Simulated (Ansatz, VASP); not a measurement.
# One calculation of KI, two programs

The input INCAR:

```
SYSTEM = KI
ALGO = Normal
EDIFF = 1E-6
ENCUT = 520
GGA = PS
ISIF = 2
ISMEAR = 0
LASPH = .True.
LCHARG = .False.
LREAL = .False.
LWAVE = .False.
NBANDS = 15
NELM = 80
PREC = Accurate
SIGMA = 0.05
```

The input KPOINTS:

```
k-points
0
Gamma
  6 6 6
  0 0 0
```

The input POSCAR:

```
KI
1.0
    0.0000000000      3.5245500000      3.6655320000
    3.5245500000      0.0000000000      3.6655320000
    3.5245500000      3.5245500000      0.0000000000
K I
1 1
Direct
    0.0000000000      0.0000000000      0.0000000000
    0.5000000000      0.5000000000      0.5000000000
```

Input for Ansatz:

```yaml
crystal:
  lattice:
    - [0.0, 3.52455, 3.665532]
    - [3.52455, 0.0, 3.665532]
    - [3.52455, 3.52455, 0.0]
  atoms:
    - { symbol: K, position: [0.0, 0.0, 0.0] }
    - { symbol: I, position: [0.5, 0.5, 0.5] }
basis:
  ecutwfc: 420
kpoints:
  mp_grid: { grid: [6, 6, 6] }
hamiltonian:
  xc: pbesol
scf:
  occupations: { method: gaussian, width: 0.05 }
output:
  forces: true
  stress: true
  eigenvalues: true
```

Change from the starting cell: strain +0.0400 x Voigt [0, 0, 1, 0, 0, 0], atoms carried along.

Alike in both runs: task single point; functional PBEsol; k mesh 6 × 6 × 6; occupations gaussian, width 0.05 eV; no spin polarisation.

```csv
,VASP,Ansatz
version,VASP 6.6.1,Ansatz 0.2.0
potentials or method,"VASP PAW PBE potentials, release 64 (K_sv, I), cutoff 520 eV","scalar-relativistic, plane waves, PAW"
valence electrons in the cell,16,26
```

```csv
,VASP,Ansatz,Ansatz less VASP
gap on the k mesh at the Fermi level (eV),3.75,3.75,+0.004
least direct gap on the mesh (eV),3.75,3.75,+0.004
pressure (GPa),-0.5,-0.6,-0.03
"traceless stress, the component that is largest in VASP (GPa)",-0.46,-0.45,+0.008
```

VASP's potentials were made for PBE, not for PBEsol. With one functional, cell and mesh, what is left measures potentials, basis and numerics. VASP's potentials hold 16 valence electrons a cell and Ansatz's 26, so a difference there can come from the potentials and not from the codes.

Spin-orbit coupling is off throughout.
